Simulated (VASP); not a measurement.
A run of VASP 6.6.1 is set up as follows.

The input INCAR:

```
PREC = Accurate ; ENCUT = 520
EDIFF = 1E-6 ; ISMEAR = 0
SIGMA = 0.01 ; LREAL = F
LASPH = T ; NELM = 60
ALGO = Normal ; ISIF = 2
LWAVE = F ; LCHARG = F
GGA = PS ; NBANDS = 25
```

The input KPOINTS:

```
Automatic mesh
0
Gamma
  4 4 4
```

The input POSCAR:

```
CsSbSI2
1.0
    6.3217010000      0.0000000000      0.0000000000
    0.0000000000      6.3217010000      0.0000000000
    0.0000000000      0.0000000000      5.0850440000
Cs Sb S I
1 1 1 2
Direct
    0.0000000000      0.0000000000      0.0000000000
    0.5000000000      0.5000000000      0.5000000000
    0.5000000000      0.5000000000      0.0000000000
    0.0000000000      0.5000000000      0.5000000000
    0.5000000000      0.0000000000      0.5000000000
```

Potentials or basis: VASP PAW PBE potentials, release 64 (Cs_sv, Sb, S, I).

Run with:

```bash
$ cat potpaw_PBE.64/Cs_sv/POTCAR potpaw_PBE.64/Sb/POTCAR potpaw_PBE.64/S/POTCAR potpaw_PBE.64/I/POTCAR > POTCAR
$ mpirun -np 1 vasp_std > vasp.out
```

(1) Predict the band gap on the k mesh.

(2) What does it give for the pressure?

## Answers

(1) zero (bands 17 and 18 overlap by 0.79 eV).

(2) -1.5 GPa.

Caveat: the PAW data sets were made with another functional, which shifts forces and pressure a little; spin-orbit coupling is left out, which moves the levels of the heavy elements.
